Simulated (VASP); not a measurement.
# CuI (P-3m1) in VASP: single point with PBEsol

Aim: the single point of CuI with PBEsol.

Everything below comes from runs of VASP 6.6.1. Logs are shortened: lines on timing, memory, paths and dates and some standing lists are left out, and cuts for length are marked.

**1. The cell of the first run**

Symmetry: P-3m1, No. 164, trigonal system. The conventional cell has a = 4.129 Å, b = 4.129 Å, c = 7.478 Å, α = 90.00°, β = 90.00°, γ = 120.00°. Cu (site symmetry 3m) has 4 I at 2.58 to 2.68 Å and 3 Cu at 2.74 Å within 3.4 Å. Within 3.4 Å of I (site symmetry 3m) lie 4 Cu at 2.58 to 2.68 Å.

**2. Single point, PBEsol**

File INCAR:

```
ALGO = Normal
EDIFF = 1E-6
ENCUT = 600
GGA = PS
GGA_COMPAT = False
ISIF = 2
ISMEAR = 0
LASPH = True
LCHARG = False
LREAL = False
LWAVE = False
NBANDS = 26
NELM = 120
PREC = Accurate
SIGMA = 0.01
```

File KPOINTS:

```
k-points
0
Gamma
  6 6 4
```

File POSCAR:

```
CuI
1.0
    4.1286179400      0.0000000000      0.0000000000
   -2.0643089700      3.5754880100      0.0000000000
    0.0000000000      0.0000000000      7.4781060400
Cu I
2 2
Direct
    0.6666666667      0.3333333333      0.5899524400
    0.3333333333      0.6666666667      0.4100475600
    0.3333333333      0.6666666667      0.7547482500
    0.6666666667      0.3333333333      0.2452517500
```

Potentials or basis: VASP PAW PBE potentials, release 64 (Cu, I).

Launch:

```
$ cat potpaw_PBE.64/Cu/POTCAR potpaw_PBE.64/I/POTCAR > POTCAR
$ mpirun -np 1 vasp_std > vasp.out
```

OUTCAR:

```text
EDIFF = 1E-6
   ENCUT = 600
   GGA = PS
   ISIF = 2
   ISMEAR = 0
   LASPH = True
   LREAL = False
   NELM = 120
   PREC = Accurate

 ion  position               nearest neighbor table
   1  0.667  0.333  0.590-   4 2.58   3 2.68   3 2.68   3 2.68   2 2.74   2 2.74   2 2.74
   2  0.333  0.667  0.410-   3 2.58   4 2.68   4 2.68   4 2.68   1 2.74   1 2.74   1 2.74
   3  0.333  0.667  0.755-   2 2.58   1 2.68   1 2.68   1 2.68
   4  0.667  0.333  0.245-   1 2.58   2 2.68   2 2.68   2 2.68

  LATTYP: Found a hexagonal cell.
 ALAT       =     4.1286179400
 C/A-ratio  =     1.8112855558

  Lattice vectors:

 A1 = (   4.1286179400,   0.0000000000,   0.0000000000)
 A2 = (  -2.0643089700,   3.5754880100,   0.0000000000)
 A3 = (   0.0000000000,   0.0000000000,   7.4781060400)

Analysis of symmetry for initial positions (statically):
=====================================================================
 Subroutine PRICEL returns:
 Original cell was already a primitive cell.

 Routine SETGRP: Setting up the symmetry group for a
 hexagonal supercell.

 Subroutine GETGRP returns: Found 12 space group operations
 (whereof 12 operations were pure point group operations)
 out of a pool of 24 trial point group operations.

The static configuration has the point symmetry D_3d.

Analysis of symmetry for dynamics (positions and initial velocities):
=====================================================================
 Subroutine PRICEL returns:
 Original cell was already a primitive cell.

 Routine SETGRP: Setting up the symmetry group for a
 hexagonal supercell.

 Subroutine GETGRP returns: Found 12 space group operations
 (whereof 12 operations were pure point group operations)
 out of a pool of 24 trial point group operations.

The dynamic configuration has the point symmetry D_3d.

 Subroutine INISYM returns: Found 12 space group operations
 (whereof 12 operations are pure point group operations),
 and found     1 'primitive' translations

----------------------------------------------------------------------------------------

                                     Primitive cell

  volume of cell :     110.3905

  direct lattice vectors                    reciprocal lattice vectors
     4.128617940  0.000000000  0.000000000     0.242211804  0.139841051  0.000000000
    -2.064308970  3.575488010  0.000000000     0.000000000  0.279682101  0.000000000
     0.000000000  0.000000000  7.478106040     0.000000000  0.000000000  0.133723699

  length of vectors
     4.128617940  4.128617933  7.478106040     0.279682101  0.279682101  0.133723699

  position of ions in fractional coordinates (direct lattice)
     0.666666667  0.333333333  0.589952440
     0.333333333  0.666666667  0.410047560
     0.333333333  0.666666667  0.754748250
     0.666666667  0.333333333  0.245251750

  ion indices of the primitive-cell ions
   primitive index   ion index
                 1           1
                 2           2
                 3           3
                 4           4

----------------------------------------------------------------------------------------

 KPOINTS: k-points

Automatic generation of k-mesh.
 Grid dimensions read from file:
 generate k-points for:    6    6    4

 Generating k-lattice:

  Cartesian coordinates                     Fractional coordinates (reciprocal lattice)
     0.040368634  0.023306842  0.000000000     0.166666667  0.000000000  0.000000000
     0.000000000  0.046613684  0.000000000     0.000000000  0.166666667  0.000000000
     0.000000000  0.000000000  0.033430925     0.000000000  0.000000000  0.250000000

  Length of vectors
     0.046613683  0.046613684  0.033430925

  Shift w.r.t. Gamma in fractional coordinates (k-lattice)
     0.000000000  0.000000000  0.000000000

 Subroutine IBZKPT returns following result:
 ===========================================

 Found     24 irreducible k-points:

 Following reciprocal coordinates:
            Coordinates               Weight
  0.000000  0.000000  0.000000      1.000000
  0.166667  0.000000  0.000000      6.000000
  0.333333  0.000000  0.000000      6.000000
  0.500000  0.000000  0.000000      3.000000
  0.166667  0.166667  0.000000      6.000000
  0.333333  0.166667  0.000000     12.000000
[... 16 lines left out ...]
  0.333333  0.166667  0.500000     12.000000
  0.333333  0.333333  0.500000      2.000000
   k-points           NKPTS =     24   k-points in BZ     NKDIM =     24   number of bands    NBANDS=     26
   number of dos      NEDOS =    301   number of ions     NIONS =      4
   total plane-waves  NPLWV =  77760
   dimension x,y,z NGX =    36 NGY =   36 NGZ =   60
   dimension x,y,z NGXF=    72 NGYF=   72 NGZF=  120
   ions per type =               2   2
   NGX,Y,Z   is equivalent  to a cutoff of  14.50, 14.50, 13.34 a.u.
   NGXF,Y,Z  is equivalent  to a cutoff of  28.99, 28.99, 26.68 a.u.
 SYSTEM =  unknown system
   PREC   = accura    normal or accurate (medium, high low for compatibility)
   ISTART =      0    job   : 0-new  1-cont  2-samecut
   ICHARG =      2    charge: 1-file 2-atom 10-const
   ISPIN  =      1    spin polarized calculation?
   LNONCOLLINEAR =      F non collinear calculations
   LSORBIT =      F    spin-orbit coupling
   LASPH  =      T    aspherical Exc in radial PAW
   ENCUT  =  600.0 eV  44.10 Ry    6.64 a.u.   8.25  8.25 14.94*2*pi/ulx,y,z
   NELM   =    120;   NELMIN=  2; NELMDL= -5     # of ELM steps
   EDIFF  = 0.1E-05   stopping-criterion for ELM
   LREAL  =      F    real-space projection
   EDIFFG = 0.1E-04   stopping-criterion for IOM
   NSW    =      0    number of steps for IOM
   IBRION =     -1    ionic relax: 0-MD 1-quasi-New 2-CG
   NFREE  =      0    steps in history (QN), initial steepest desc. (CG)
   ISIF   =      2    stress and relaxation
   ISYM   =      2    0-nonsym 1-usesym 2-fastsym
   POTIM  = 0.5000    time-step for ionic-motion
   TEBEG  =    0.0;   TEEND  =   0.0 temperature during run
   PSTRESS=    0.0 pullay stress
   NELECT =      36.0000    total number of electrons
   NUPDOWN=      -1.0000    fix difference up-down
   EMIN   =  10.00;   EMAX   =-10.00  energy-range for DOS
   EFERMI =   0.00;   METHOD = LEGACY
   ISMEAR =     0;   SIGMA  =   0.01  broadening in eV -4-tet -1-fermi 0-gaus
   EFERMI_NEDOS =   21; number of points for ismear=-14 and -15
   IALGO  =     38    algorithm
   IMIX   =      4    mixing-type and parameters
     AMIX     =   0.40;   BMIX     =  1.00
     AMIX_MAG =   1.60;   BMIX_MAG =  1.00
  volume/ion in A,a.u.               =      27.60       186.24
  Fermi-wavevector in a.u.,A,eV,Ry     =   1.126847  2.129433 17.276475  1.269785
  Thomas-Fermi vector in A             =   2.263531
   LORBIT       =      0    0 simple, 1 ext, 2 COOP (PROOUT), +10 PAW based schemes
   GGA     = PS    functional components
   LHFCALC =     F    Hartree Fock is set to
   AEXX    =    0.0000 exact exchange contribution
   IVDW    =     0    specifies the selected vdW correction
   LEPSILON=     F    determine dielectric tensor
   LRPA    =     F    only Hartree local field effects (RPA)
 non-spin polarized calculation
 Gauss-broadening in eV      SIGMA  =   0.01
  energy-cutoff  :      600.00
  volume of cell :      110.39
 maximum number of plane-waves:      3714
 NGX is ok and might be reduce to    36
   NGX = 17   NGY = 17   NGZ = 29

 number of electron      36.0000006 magnetization

 Free energy of the ion-electron system (eV)
  ---------------------------------------------------
  ext. energy  EPLUGINS =         0.00000000
  ---------------------------------------------------
  free energy    TOTEN  =       -12.67024980 eV

  energy without entropy =      -12.67024980  energy(sigma->0) =      -12.67024980

 E-fermi :   4.1527     XC(G=0):  -9.1168

 val. band max:        4.0580910910   @ k =   0.0000   0.0000   0.0000
 cond. band min:       5.6300352125   @ k =   0.0000   0.0000   0.0000
 fundamental gap:      1.5719441216
 Fermi energy:         4.1526780086

 k-point     1 :       0.0000    0.0000    0.0000
  band No.  band energies     occupation
      1      -9.6860      2.00000
      2      -9.1919      2.00000
      3      -1.5985      2.00000
      4       0.2838      2.00000
      5       0.7196      2.00000
      6       0.7196      2.00000
[... 18 lines left out ...]
     25      10.2989      0.00000
     26      12.0226      0.00000

 k-point     2 :       0.1667    0.0000    0.0000
  band No.  band energies     occupation
      1      -9.5521      2.00000
      2      -9.1046      2.00000
      3      -1.4127      2.00000
      4       0.2048      2.00000
      5       0.3560      2.00000
      6       0.6620      2.00000
[... 18 lines left out ...]
     25      11.1782      0.00000
     26      11.2434      0.00000

 k-point     3 :       0.3333    0.0000    0.0000
  band No.  band energies     occupation
      1      -9.2412      2.00000
      2      -8.9343      2.00000
      3      -1.0975      2.00000
      4      -0.6086      2.00000
      5      -0.1795      2.00000
      6       0.4610      2.00000
[... 18 lines left out ...]
     25      11.7501      0.00000
     26      12.6465      0.00000

 k-point     4 :       0.5000    0.0000    0.0000
  band No.  band energies     occupation
      1      -9.0400      2.00000
      2      -8.8717      2.00000
      3      -1.1410      2.00000
      4      -1.1248      2.00000
      5      -0.0164      2.00000
      6       0.3033      2.00000
[... 18 lines left out ...]
     25      10.8936      0.00000
     26      12.8608      0.00000
[... 496 lines left out ...]
      1      -9.2390      2.00000
      2      -9.0738      2.00000
      3      -1.0165      2.00000
      4      -0.5778      2.00000
      5       0.3224      2.00000
      6       0.3781      2.00000
[... 18 lines left out ...]
     25      10.6037      0.00000
     26      11.6577      0.00000

 k-point    23 :       0.3333    0.1667    0.5000
  band No.  band energies     occupation
      1      -8.9994      2.00000
      2      -8.9160      2.00000
      3      -1.2014      2.00000
      4      -1.0194      2.00000
      5       0.2015      2.00000
      6       0.2484      2.00000
[... 18 lines left out ...]
     25      12.0993      0.00000
     26      12.1990      0.00000

 k-point    24 :       0.3333    0.3333    0.5000
  band No.  band energies     occupation
      1      -8.8891      2.00000
      2      -8.8891      2.00000
      3      -1.0058      2.00000
      4      -1.0058      2.00000
      5      -0.1837      2.00000
      6      -0.0424      2.00000
[... 18 lines left out ...]
     25      12.2659      0.00000
     26      12.3342      0.00000

------------------------ aborting loop because EDIFF is reached ----------------------------------------

  FORCE on cell =-STRESS in cart. coord.  units (eV):
  Direction    XX          YY          ZZ          XY          YZ          ZX
  --------------------------------------------------------------------------------------
  -------------------------------------------------------------------------------------
  Total       -1.1025580     -1.1025579     -1.0176132     -0.0000000      0.0000000     -0.0000000
  in kB      -16.0022248    -16.0022247    -14.7693601     -0.0000000      0.0000000     -0.0000000
  external PRESSURE =     -15.5912699 kB  Pullay stress =       0.0000000 kB

 VOLUME and BASIS-vectors are now :
 -----------------------------------------------------------------------------
  energy-cutoff  :      600.00
  volume of cell :      110.39
      direct lattice vectors                 reciprocal lattice vectors
     4.128617940  0.000000000  0.000000000     0.242211804  0.139841051  0.000000000
    -2.064308970  3.575488010  0.000000000     0.000000000  0.279682101  0.000000000
     0.000000000  0.000000000  7.478106040     0.000000000  0.000000000  0.133723699

 POSITION                                       TOTAL-FORCE (eV/Angst)
 -----------------------------------------------------------------------------------
      2.06431      1.19183      4.41173         0.000000      0.000000      0.004265
     -0.00000      2.38366      3.06638        -0.000000     -0.000000     -0.004265
     -0.00000      2.38366      5.64409        -0.000000      0.000000     -0.213862
      2.06431      1.19183      1.83402         0.000000     -0.000000      0.213862
 -----------------------------------------------------------------------------------
    total drift:                                0.000000     -0.000000      0.000000

  FREE ENERGIE OF THE ION-ELECTRON SYSTEM (eV)
  ---------------------------------------------------
  free  energy   TOTEN  =       -12.6702497988 eV

  energy  without entropy=      -12.6702497988  energy(sigma->0) =      -12.67024980
```

It took 1.7 min on 1 thread of Intel Xeon Platinum 8259CL at 2.50GHz (Skylake/Cascade Lake), shared host; peak memory 0.31 GiB.

What came out:

| Quantity | Value |
| --- | --- |
| Free energy | -12.6702 eV |
| Pressure | -1.6 GPa |
| Largest force | 0.214 eV/Å |
| Band gap on the k mesh | 1.57 eV, direct |

Forces on the atoms (eV/Å):
```
Cu   0.000  0.000  0.004
Cu   0.000  0.000 -0.004
I    0.000  0.000 -0.214
I    0.000  0.000  0.214
```

Caveat: the PAW data sets were made with another functional, which shifts forces and pressure a little; spin-orbit coupling is left out, which moves the levels of the heavy elements; this functional lacks dispersion, which binds the layers, so the pressure and a relaxed spacing across them are unreliable.
